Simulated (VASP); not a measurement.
# Si6O11 (a cell with a defect) in VASP: further runs, part 2 of 2

VASP 6.6.1.

## 5. Single point, PBE+D3(BJ) (atom 14 moved 0.750 of the way to it and +0.250 Å across, host rigid)

File INCAR:

```
PREC = Accurate
ENCUT = 520
EDIFF = 1E-6
ISMEAR = 0
SIGMA = 0.05
LREAL = Auto
LASPH = True
NELM = 60
ALGO = Normal
ISIF = 2
LWAVE = False
LCHARG = False
GGA = PE
IVDW = 12
NBANDS = 59
NELECT = 88.0
```

File KPOINTS:

```
regular mesh
0
Gamma
  4 4 2
```

File POSCAR:

```
Si6O11
1.0
   -2.4573906087      4.2563253884      0.0000000000
    0.0000000000      0.0000000000      5.4210324304
    7.3721718262      4.2563253883      0.0000000000
Si O
6 11
Direct
    0.7669799462      0.6666666667      0.2330200538
    0.2669799462      0.6666666667      0.7330200538
    0.9660401075      0.3333333333      0.5000000000
    0.4660401075      0.3333333333      0.0000000000
    0.2669799462      0.0000000000      0.2669799462
    0.7669799462      0.0000000000      0.7669799462
    0.2730030153      0.2203350802      0.1370425925
    0.7730030153      0.2203350802      0.6370425925
    0.0690623811      0.8870017469      0.7949771961
    0.6579346037      0.5536684135      0.0679802114
    0.1579346037      0.5536684135      0.5679802114
    0.0690623811      0.7796649198      0.2050228039
    0.5690623811      0.7796649198      0.7050228039
    0.4732458027     -0.0821066533      0.3533289039
    0.6579346037      0.1129982531      0.9320197886
    0.7730030153      0.4463315865      0.3629574075
    0.2730030153      0.4463315865      0.8629574075
```

Started as:

```bash
cat potpaw_PBE.64/Si/POTCAR potpaw_PBE.64/O/POTCAR > POTCAR
mpirun -np 1 vasp_std > vasp.out
```

It took 7.4 min on 1 thread of Intel Xeon 6975P-C, shared host; peak memory 0.39 GiB.

The run converged. Its results:

* Free energy: -133.5533 eV
* Largest force: 21.511 eV/Å
* Dispersion energy per atom: -0.142 eV

Forces in eV/Å, atoms in the order of the input:
```
Si   -0.462  -0.669  -0.677
Si    1.104   1.576   0.272
Si    3.025  -0.368   3.041
Si   -1.315  -0.993   0.091
Si   -4.589 -18.980   6.257
Si    1.102   0.417  -1.414
O     2.061   0.196  -0.817
O    -1.934  -0.047   0.155
O    -0.421  -0.197   0.023
O     1.213   1.065   1.515
O    -1.390  -1.225  -1.390
O     1.428  -1.216   0.851
O    -0.253  -0.080   0.047
O     0.090  20.145  -7.541
O     0.322   0.111   0.306
O    -0.030   0.201  -0.595
O     0.050   0.064  -0.125
```

Levels at points of the mesh, in eV from the Fermi level:
| k point | band 40 | band 41 | band 42 | band 43 | band 44 | band 45 | band 46 | band 47 | band 48 | band 49 |
| --- | --- | --- | --- | --- | --- | --- | --- | --- | --- | --- |
| (0.00, 0.00, 0.00) | -1.17 | -0.95 | -0.75 | -0.41 | -0.11 | -0.04 | 3.81 | 4.98 | 6.49 | 6.64 |
| (0.50, 0.00, 0.00) | -1.18 | -0.98 | -0.74 | -0.25 | -0.12 | 0.34 | 3.54 | 5.09 | 6.82 | 7.10 |
| (0.00, 0.50, 0.00) | -1.15 | -1.01 | -0.60 | -0.48 | -0.04 | 0.30 | 3.45 | 5.09 | 6.55 | 7.35 |
| (0.50, 0.50, 0.00) | -1.12 | -0.97 | -0.62 | -0.58 | -0.49 | 0.18 | 4.12 | 4.99 | 6.74 | 7.04 |
| (0.00, 0.00, 0.50) | -1.12 | -0.91 | -0.75 | -0.39 | -0.06 | 0.03 | 3.71 | 4.96 | 6.39 | 7.28 |
| (0.50, 0.00, 0.50) | -1.20 | -0.95 | -0.72 | -0.27 | -0.12 | 0.28 | 3.58 | 5.08 | 6.72 | 7.27 |
| (0.00, 0.50, 0.50) | -1.15 | -1.04 | -0.63 | -0.51 | -0.03 | 0.34 | 3.43 | 5.10 | 6.55 | 7.39 |
| (0.50, 0.50, 0.50) | -1.10 | -0.92 | -0.60 | -0.55 | -0.42 | 0.08 | 4.14 | 4.97 | 6.88 | 7.07 |

Caveat: the k points lie up to 0.37 Å⁻¹ apart; the cell carries a net charge on a neutralising background, which shifts energy and pressure; the cell differs from its parent crystal (atom 14 moved 0.750 of the way to it and +0.250 Å across, host rigid); the cell is charged against a uniform background, so pressure and absolute levels hang on convention.

## 6. Single point, PBE+D3(BJ) (atom 14 moved -0.125 of the way to it and -0.375 Å across, host rigid)

File INCAR:

```
SYSTEM = Si6O11
PREC = Accurate ; ENCUT = 520
EDIFF = 1E-6 ; ISMEAR = 0
SIGMA = 0.05 ; LREAL = Auto
LASPH = .True. ; NELM = 80
ALGO = Normal ; ISIF = 2
LWAVE = .False. ; LCHARG = .True.
GGA = PE ; IVDW = 12
LELF = .True. ; LVHAR = .True.
NELECT = 88.0 ; NBANDS = 59
```

File KPOINTS:

```
Automatic mesh
0
Gamma
  4 4 2
  0 0 0
```

Edit POSCAR of step 5 so:

```diff
@@ -21,3 +21,3 @@
     0.5690623811      0.7796649198      0.7050228039
-    0.4732458027     -0.0821066533      0.3533289039
+    0.0960955825      0.1796591065      0.4130135231
     0.6579346037      0.1129982531      0.9320197886
```

Potentials or basis: VASP PAW PBE potentials, release 64 (Si, O).

Started as:

```bash
cat potpaw_PBE.64/Si/POTCAR potpaw_PBE.64/O/POTCAR > POTCAR
mpirun -np 1 vasp_std > vasp.out
```

Run time: 8.6 min. Hardware: 1 thread of Intel Xeon 6975P-C, shared host; peak memory 0.39 GiB.

It converged, with:

| Quantity | Value |
| --- | --- |
| Free energy | -132.1740 eV |
| Largest force | 32.064 eV/Å |
| Dispersion energy per atom | -0.142 eV |

Forces on the atoms (eV/Å):
```
Si   -0.534   0.051  -2.482
Si    0.071  -0.162  -0.240
Si   20.093  -2.853  17.291
Si   -1.215  -0.696  -0.283
Si    2.023  -1.737   2.596
Si    0.003   0.069   0.223
O     0.375   0.755  -0.835
O     0.403  -0.135  -0.113
O    -0.004   0.131   0.033
O     0.562   0.630   1.224
O     0.185   0.205   0.595
O     0.374   0.509   0.740
O    -0.202   0.021   0.055
O   -23.055   5.715 -21.538
O     0.475   0.157   0.212
O     0.156  -2.821   2.623
O     0.292   0.163  -0.103
```

Levels at points of the mesh, in eV from the Fermi level:
| k point | band 42 | band 43 | band 44 | band 45 | band 46 | band 47 |
| --- | --- | --- | --- | --- | --- | --- |
| (0.00, 0.00, 0.00) | -0.53 | -0.25 | -0.19 | -0.03 | 4.00 | 6.54 |
| (0.50, 0.00, 0.00) | -0.54 | -0.03 | 0.02 | 0.53 | 3.29 | 6.42 |
| (0.00, 0.50, 0.00) | -0.26 | -0.23 | -0.01 | 0.07 | 3.64 | 6.66 |
| (0.50, 0.50, 0.00) | -0.50 | -0.48 | -0.27 | 0.31 | 3.56 | 6.46 |
| (0.00, 0.00, 0.50) | -0.45 | -0.25 | -0.18 | -0.02 | 3.99 | 6.24 |
| (0.50, 0.00, 0.50) | -0.43 | -0.04 | 0.01 | 0.54 | 3.30 | 6.37 |
| (0.00, 0.50, 0.50) | -0.40 | -0.28 | -0.06 | 0.14 | 3.64 | 6.73 |
| (0.50, 0.50, 0.50) | -0.51 | -0.28 | -0.19 | 0.23 | 3.55 | 6.47 |

Caveat: the k points lie up to 0.37 Å⁻¹ apart; the cell carries a net charge on a neutralising background, which shifts energy and pressure; the cell differs from its parent crystal (atom 14 moved -0.125 of the way to it and -0.375 Å across, host rigid); the cell is charged against a uniform background, so pressure and absolute levels hang on convention.

## 7. Single point, PBE+D3(BJ) (atom 14 moved 0.500 of the way to it and +0.250 Å across, host rigid)

File INCAR:

```
  PREC = Accurate
  ENCUT = 520
  EDIFF = 1E-6
  ISMEAR = 0
  SIGMA = 0.05
  LREAL = Auto
  LASPH = T
  NELM = 60
  ALGO = Normal
  ISIF = 2
  LWAVE = F
  LCHARG = T
  GGA = PE
  IVDW = 12
  LELF = T
  LVHAR = T
  NBANDS = 59
  NELECT = 88.0
```

File KPOINTS:

```
Automatic mesh
0
Gamma
  4 4 2
```

Edit POSCAR of step 6 so:

```diff
@@ -21,3 +21,3 @@
     0.5690623811      0.7796649198      0.7050228039
-    0.0960955825      0.1796591065      0.4130135231
+    0.3704638584     -0.0256075268      0.3875895520
     0.6579346037      0.1129982531      0.9320197886
```

Started as:

```bash
cat potpaw_PBE.64/Si/POTCAR potpaw_PBE.64/O/POTCAR > POTCAR
mpirun -np 1 vasp_std > vasp.out
```

Run time: 7.2 min. Hardware: 1 thread of Intel Xeon 6975P-C, shared host; peak memory 0.39 GiB.

Results (log left out):

* Free energy: -126.3520 eV
* Largest force: 57.575 eV/Å
* Dispersion energy per atom: -0.143 eV

Forces on the atoms (eV/Å):
```
Si   -2.668   0.881  -2.489
Si    0.906   1.352   0.400
Si    3.573   0.599   2.995
Si   -1.322  -1.841  -0.594
Si  -31.988 -47.309   7.309
Si    0.816   0.422  -1.474
O     1.396   0.439  -0.884
O    -2.206  -0.081   0.243
O    -0.316  -0.186   0.020
O     1.298   1.232   1.870
O    -1.438  -1.444  -1.668
O     0.913  -1.753   0.268
O    -0.187   0.051   0.048
O    30.710  47.396  -6.108
O     0.523   0.239   0.443
O    -0.163  -0.212  -0.277
O     0.154   0.216  -0.105
```

Levels at points of the mesh, in eV from the Fermi level:
```tsv
k point	band 41	band 42	band 43	band 44	band 45	band 46	band 47	band 48
(0.00, 0.00, 0.00)	-0.99	-0.77	-0.54	-0.11	-0.04	2.01	5.62	5.90
(0.50, 0.00, 0.00)	-1.10	-0.80	-0.28	-0.18	1.17	1.29	5.26	6.09
(0.00, 0.50, 0.00)	-1.15	-0.66	-0.54	-0.03	0.74	1.26	5.69	6.19
(0.50, 0.50, 0.00)	-0.95	-0.67	-0.61	-0.56	0.55	2.04	5.35	5.94
(0.00, 0.00, 0.50)	-0.98	-0.76	-0.48	-0.06	0.00	1.95	5.50	5.89
(0.50, 0.00, 0.50)	-1.07	-0.79	-0.30	-0.18	1.14	1.28	5.26	6.07
(0.00, 0.50, 0.50)	-1.17	-0.65	-0.56	-0.02	0.78	1.25	5.67	6.15
(0.50, 0.50, 0.50)	-0.92	-0.66	-0.56	-0.50	0.45	2.08	5.37	5.90
```

Caveat: the k points lie up to 0.37 Å⁻¹ apart; the cell carries a net charge on a neutralising background, which shifts energy and pressure; the cell differs from its parent crystal (atom 14 moved 0.500 of the way to it and +0.250 Å across, host rigid); the cell is charged against a uniform background, so pressure and absolute levels hang on convention.
